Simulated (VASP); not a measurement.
C, 2 atoms in the cell. Symmetry: R-3m, No. 166, trigonal system. The conventional cell has a = 2.424 Å, b = 2.424 Å, c = 9.916 Å, α = 90.00°, β = 90.00°, γ = 120.00°. Within 1.9 Å of C (site symmetry 3m) lie 3 C at 1.40 Å. 

- Program: VASP 6.6.1
- Task: single point
- Functional: PBE
- Dispersion: D3(BJ)
- Potentials or basis: VASP PAW PBE potentials, release 64 (C)
- Cutoff: 520 eV
- k mesh: 15 × 15 × 15
- Occupations: gaussian, width 0.05 eV
- Spin: no spin polarisation
- Dipole correction: no
- Further INCAR settings: ALGO = Normal; EDIFF = 1e-06; NBANDS = 11

Potentials or basis: VASP PAW PBE potentials, release 64 (C).

Command:

```console
$ cat potpaw_PBE.64/C/POTCAR > POTCAR
$ mpirun -np 1 vasp_std > vasp.out
```

Hardware: 1 thread of AMD EPYC 7R43 64-Core Processor (Zen 3), with other jobs on the host.

Question: Estimate the wall time of this run.

Answer: Run time: 2.1 min on 1 thread of AMD EPYC 7R43 64-Core Processor (Zen 3), with other jobs on the host, peak memory 0.16 GiB. Counts: scf iterations 11, k points 344.
